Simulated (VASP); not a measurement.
# Ga (Im-3m) in VASP: a series of runs, part 2 of 2

VASP 6.6.1.

### Step 3. Single point, PBE

This run uses another cell than the first one, of 19.16 Å³/atom.

Contents of INCAR:

```
ALGO = Normal
EDIFF = 1E-6
ENCUT = 520
GGA = PE
ISIF = 2
ISMEAR = -1
LASPH = True
LCHARG = True
LELF = True
LREAL = False
LVHAR = True
LWAVE = False
NBANDS = 12
NELM = 60
PREC = Accurate
SIGMA = 0.05
```

Contents of KPOINTS:

```
k-points
0
Gamma
  19 19 19
```

Contents of POSCAR:

```
Ga
1.0
   -1.6857933626      1.6857933626      1.6857933626
    1.6857933626     -1.6857933626      1.6857933626
    1.6857933626      1.6857933626     -1.6857933626
Ga
1
Direct
    0.0000000000      0.0000000000      0.0000000000
```

Potentials or basis: VASP PAW PBE potentials, release 64 (Ga_d).

Run with:

```bash
$ cat potpaw_PBE.64/Ga_d/POTCAR > POTCAR
$ mpirun -np 1 vasp_std > vasp.out
```

OUTCAR:

```text
EDIFF = 1E-6
   ENCUT = 520
   GGA = PE
   ISIF = 2
   ISMEAR = -1
   LASPH = True
   LREAL = False
   NELM = 60
   PREC = Accurate

 ion  position               nearest neighbor table
   1  0.000  0.000  0.000-

  LATTYP: Found a body centered cubic cell.
 ALAT       =     3.3715867252

  Lattice vectors:

 A1 = (  -1.6857933626,   1.6857933626,   1.6857933626)
 A2 = (   1.6857933626,  -1.6857933626,   1.6857933626)
 A3 = (   1.6857933626,   1.6857933626,  -1.6857933626)

Analysis of symmetry for initial positions (statically):
=====================================================================
 Subroutine PRICEL returns:
 Original cell was already a primitive cell.

 Routine SETGRP: Setting up the symmetry group for a
 body centered cubic supercell.

 Subroutine GETGRP returns: Found 48 space group operations
 (whereof 48 operations were pure point group operations)
 out of a pool of 48 trial point group operations.

The static configuration has the point symmetry O_h .

Analysis of symmetry for dynamics (positions and initial velocities):
=====================================================================
 Subroutine PRICEL returns:
 Original cell was already a primitive cell.

 Routine SETGRP: Setting up the symmetry group for a
 body centered cubic supercell.

 Subroutine GETGRP returns: Found 48 space group operations
 (whereof 48 operations were pure point group operations)
 out of a pool of 48 trial point group operations.

The dynamic configuration has the point symmetry O_h .

 Subroutine INISYM returns: Found 48 space group operations
 (whereof 48 operations are pure point group operations),
 and found     1 'primitive' translations

----------------------------------------------------------------------------------------

                                     Primitive cell

[... 112 lines left out ...]
   LORBIT       =      0    0 simple, 1 ext, 2 COOP (PROOUT), +10 PAW based schemes
   GGA     = PE    functional components
   LHFCALC =     F    Hartree Fock is set to
   AEXX    =    0.0000 exact exchange contribution
   IVDW    =     0    specifies the selected vdW correction
   LEPSILON=     F    determine dielectric tensor
   LRPA    =     F    only Hartree local field effects (RPA)
 non-spin polarized calculation
  energy-cutoff  :      520.00
  volume of cell :       19.16
 maximum number of plane-waves:       535
 NGX is ok and might be reduce to    24
   NGX = 11   NGY = 11   NGZ = 11

 number of electron      12.9999990 magnetization

 Free energy of the ion-electron system (eV)
  ---------------------------------------------------
  ext. energy  EPLUGINS =         0.00000000
  ---------------------------------------------------
  free energy    TOTEN  =        -2.87350963 eV

  energy without entropy =       -2.86956442  energy(sigma->0) =       -2.87153702

 E-fermi :   5.4333     XC(G=0): -10.9443

 val. band max:        5.4210694088   @ k =   0.2632   0.2105   0.0526
 cond. band min:       5.4433533235   @ k =   0.3158   0.2632   0.0526
 fundamental gap:      0.0222839147
 Fermi energy:         5.4332507301

 k-point     1 :       0.0000    0.0000    0.0000
  band No.  band energies     occupation
      1      -9.5039      2.00000
      2      -9.5039      2.00000
      3      -9.5039      2.00000
      4      -9.3237      2.00000
      5      -9.3237      2.00000
      6      -5.5068      2.00000
      7      17.7955      0.00000
      8      17.7955      0.00000
      9      17.7955      0.00000
     10      22.4325      0.00000
     11      22.4325      0.00000
     12      22.4325      0.00000
[... 331 lines left out ...]
 k-point    24 :       0.3158    0.1053    0.0000
  band No.  band energies     occupation
      1      -9.5625      2.00000
      2      -9.5212      2.00000
      3      -9.3458      2.00000
      4      -9.3289      2.00000
      5      -9.2695      2.00000
      6      -1.5820      2.00000
      7       5.5881      0.08650
      8      11.0276      0.00000
      9      13.7476      0.00000
     10      17.9936      0.00000
     11      20.0943      0.00000
     12      23.2651      0.00000

 [... further k-points ...]

------------------------ aborting loop because EDIFF is reached ----------------------------------------

  FORCE on cell =-STRESS in cart. coord.  units (eV):
  Direction    XX          YY          ZZ          XY          YZ          ZX
  --------------------------------------------------------------------------------------
  -------------------------------------------------------------------------------------
  Total        0.0087651      0.0087651      0.0087651     -0.0000000      0.0000000      0.0000000
  in kB        0.7328173      0.7328173      0.7328173     -0.0000000      0.0000000      0.0000000
  external PRESSURE =       0.7328173 kB  Pullay stress =       0.0000000 kB

 VOLUME and BASIS-vectors are now :
 -----------------------------------------------------------------------------
  energy-cutoff  :      520.00
  volume of cell :       19.16
      direct lattice vectors                 reciprocal lattice vectors
    -1.685793363  1.685793363  1.685793363     0.000000000  0.296596256  0.296596256
     1.685793363 -1.685793363  1.685793363     0.296596256  0.000000000  0.296596256
     1.685793363  1.685793363 -1.685793363     0.296596256  0.296596256  0.000000000

 POSITION                                       TOTAL-FORCE (eV/Angst)
 -----------------------------------------------------------------------------------
      0.00000      0.00000      0.00000         0.000000     -0.000000     -0.000000
 -----------------------------------------------------------------------------------
    total drift:                                0.000000      0.000000     -0.000000

  FREE ENERGIE OF THE ION-ELECTRON SYSTEM (eV)
  ---------------------------------------------------
  free  energy   TOTEN  =        -2.8735096288 eV

  energy  without entropy=       -2.8695644182  energy(sigma->0) =       -2.87153702
```

OSZICAR:

```text
N       E                     dE             d eps       ncg     rms          rms(c)
DAV:   1     0.440211554976E+02    0.44021E+02   -0.66307E+03  5680   0.187E+03
DAV:   2    -0.641964753726E+00   -0.44663E+02   -0.42980E+02  5620   0.263E+02
DAV:   3    -0.288083114145E+01   -0.22389E+01   -0.22331E+01  6044   0.463E+01
DAV:   4    -0.289991910874E+01   -0.19088E-01   -0.19085E-01  6164   0.460E+00
DAV:   5    -0.290013292405E+01   -0.21382E-03   -0.21381E-03  6084   0.462E-01    0.786E-01
DAV:   6    -0.287906601731E+01    0.21067E-01   -0.32336E-02  6404   0.356E+00    0.397E-01
DAV:   7    -0.287405208292E+01    0.50139E-02   -0.64563E-03  8208   0.129E+00    0.108E-01
DAV:   8    -0.287350542582E+01    0.54666E-03   -0.56523E-04  6216   0.421E-01    0.726E-03
DAV:   9    -0.287350848100E+01   -0.30552E-05   -0.61307E-06  7512   0.351E-02    0.328E-03
DAV:  10    -0.287350965829E+01   -0.11773E-05   -0.32364E-07  4076   0.593E-03    0.237E-04
DAV:  11    -0.287350962885E+01    0.29441E-07   -0.38818E-08  3180   0.198E-03
   1 F= -.28735096E+01 E0= -.28715370E+01  d E =-.394521E-02
```

Wall time 48 s (1 thread of Intel Xeon 8259CL, shared host); peak memory 0.17 GiB.

Results:

```
Free energy            : -2.8735 eV
Pressure               : 0.1 GPa
Band gap on the k mesh : zero (an odd number of electrons rules out a gap without spin polarisation)
```

### Step 4. Relaxation of cell and atoms, PBE, target pressure 82 GPa, at which the enthalpy is minimised

Contents of INCAR:

```
  ALGO = Normal
  EDIFF = 1E-6
  EDIFFG = -0.005
  ENCUT = 600
  GGA = PE
  IBRION = 2
  ISIF = 3
  ISMEAR = -1
  LASPH = True
  LCHARG = False
  LREAL = False
  LWAVE = False
  NELM = 100
  NSW = 60
  PREC = Accurate
  PSTRESS = 820.0
  SIGMA = 0.05
```

KPOINTS is that of step 3.

Contents of POSCAR:

```
Ga
1.0
   -1.4265769884      1.4265769884      1.4265769884
    1.4265769884     -1.4265769884      1.4265769884
    1.4265769884      1.4265769884     -1.4265769884
Ga
1
Direct
    0.0000000000      0.0000000000      0.0000000000
```

Run with:

```bash
$ cat potpaw_PBE.64/Ga_d/POTCAR > POTCAR
$ mpirun -np 1 vasp_std > vasp.out
```

Run time: 74 s. Hardware: 1 thread of Intel Xeon 8259CL, shared host; peak memory 0.16 GiB.

The run converged. Its results:

- Free energy: -1.6733 eV
- Relaxed volume: 11.62 Å³/atom
- Relaxed cell: a = 2.471 Å, b = 2.471 Å, c = 2.471 Å, α = 109.47°, β = 109.47°, γ = 109.47°
- Space group after relaxing (to 0.1 Å): Im-3m (No. 229)
- Energy change on relaxing (the run minimises the enthalpy): -2.7 meV/atom
- Ionic steps: 3
- Pressure after relaxing: 82.0 GPa
- Band gap on the k mesh: zero (an odd number of electrons rules out a gap without spin polarisation)

Step by step:
| step | energy change (eV) | largest force (eV/Å) | pressure (GPa) | volume (Å³) |
| --- | --- | --- | --- | --- |
| 1 | 0.0000 | 0.0000 | 82.17 | 11.61 |
| 2 | -0.0107 | 0.0000 | 81.49 | 11.63 |
| 3 | -0.0027 | 0.0000 | 82.04 | 11.62 |

Final structure:
```
CELL_PARAMETERS angstrom
-1.42679 1.42679 1.42679
1.42679 -1.42679 1.42679
1.42679 1.42679 -1.42679
ATOMIC_POSITIONS crystal
Ga 0.00000 0.00000 0.00000
```

Levels at points of the mesh, in eV from the Fermi level:
| k point | band 4 | band 5 | band 6 | band 7 | band 8 | band 9 |
| --- | --- | --- | --- | --- | --- | --- |
| (0.00, 0.00, 0.00) | -15.83 | -15.53 | -15.53 | 19.83 | 19.83 | 19.83 |

Caveat: the cell is relaxed towards a set pressure, so the run minimises the enthalpy, not the energy.

### Step 5. Summary

```csv
task,cell,cutoff (eV),gap on the mesh (eV),pressure (GPa)
single point,"a = 2.470 Å, angles 109.5°, 1 atom",520,none,82.5
single point,"a = 2.920 Å, angles 109.5°, 1 atom",520,none,0.1
relaxation of cell and atoms,"relaxed to 82 GPa from a = 2.471 Å, angles 109.5°, 1 atom",600,none,82.0
```

Alike in all rows: level PBE; potentials or basis VASP PAW PBE potentials, release 64 (Ga_d); no spin polarisation; k mesh 19 × 19 × 19; smearing fermi-dirac 0.05 eV.

Caveats: the cell stands under pressure (at least some runs); the cell is relaxed towards a set pressure, so the run minimises the enthalpy, not the energy (at least some runs).

Absolute energies hang on the potentials; compare differences alone.
